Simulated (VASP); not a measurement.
A run of VASP 6.6.1 is set up as follows.

The input INCAR:

```
SYSTEM = Ga
ALGO     = Normal         ! electronic algorithm
EDIFF    = 1E-6           ! SCF threshold, eV
ENCUT    = 520            ! plane-wave cutoff, eV
GGA      = RP             ! functional
ISIF     = 2              ! what is computed and relaxed
ISMEAR   = -1             ! smearing method
LASPH    = .TRUE.         ! aspherical terms in the spheres
LCHARG   = .FALSE.        ! write CHGCAR
LREAL    = .FALSE.        ! projectors in reciprocal space
LWAVE    = .FALSE.        ! write WAVECAR
NBANDS   = 12             ! bands
NELM     = 60             ! most SCF steps
PREC     = Accurate       ! precision mode
SIGMA    = 0.1            ! smearing width, eV
```

Contents of KPOINTS:

```
k-points
0
G
  11 11 11
  0 0 0
```

Contents of POSCAR:

```
Ga
1.0
    2.7624067219      0.0000000000      0.0000000000
    0.0000000000      2.7624067219      0.0000000000
    0.0000000000      0.0000000000      2.7624067219
Ga
1
Direct
    0.0000000000      0.0000000000      0.0000000000
```

Potentials or basis: VASP PAW PBE potentials, release 64 (Ga_d).

Command:

```console
$ cat potpaw_PBE.64/Ga_d/POTCAR > POTCAR
$ mpirun -np 1 vasp_std > vasp.out
```

Question: What does it give for the pressure?

Answer: 0.0 GPa.

Caveat: the PAW data sets were made with another functional, which shifts forces and pressure a little.
